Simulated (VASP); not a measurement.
Here is a VASP 6.6.1 calculation.

INCAR

```
SYSTEM = Sn
PREC = Accurate ; ENCUT = 520
EDIFF = 1E-6 ; ISMEAR = 1
SIGMA = 0.2 ; LREAL = .False.
LASPH = .True. ; NELM = 100
ALGO = Normal ; ISIF = 2
LWAVE = .False. ; LCHARG = .True.
GGA = PE ; LELF = .True.
LVHAR = .True. ; NBANDS = 21
```

Contents of KPOINTS:

```
regular mesh
0
Gamma
  8 8 8
  0 0 0
```

The input POSCAR:

```
Sn
1.0
    0.0000000000      3.3289000152      3.3289000152
    3.3289000152      0.0000000000      3.3289000152
    3.3289000152      3.3289000152      0.0000000000
Sn
2
Direct
    0.5000000000      0.5000000000      0.5000000000
    0.7500000000      0.7500000000      0.7500000000
```

Potentials or basis: VASP PAW PBE potentials, release 64 (Sn_d).

Run with:

```console
$ cat potpaw_PBE.64/Sn_d/POTCAR > POTCAR
$ mpirun -np 1 vasp_std > vasp.out
```

Task: What does it give for the pressure?

Result: -0.1 GPa.

Task: Predict the band gap on the k mesh.

Result: Zero (band 14 reaches 4.95 eV, above the bottom of band 15 at 4.72 eV).

Caveat: spin-orbit coupling is left out, which moves the levels of the heavy elements.
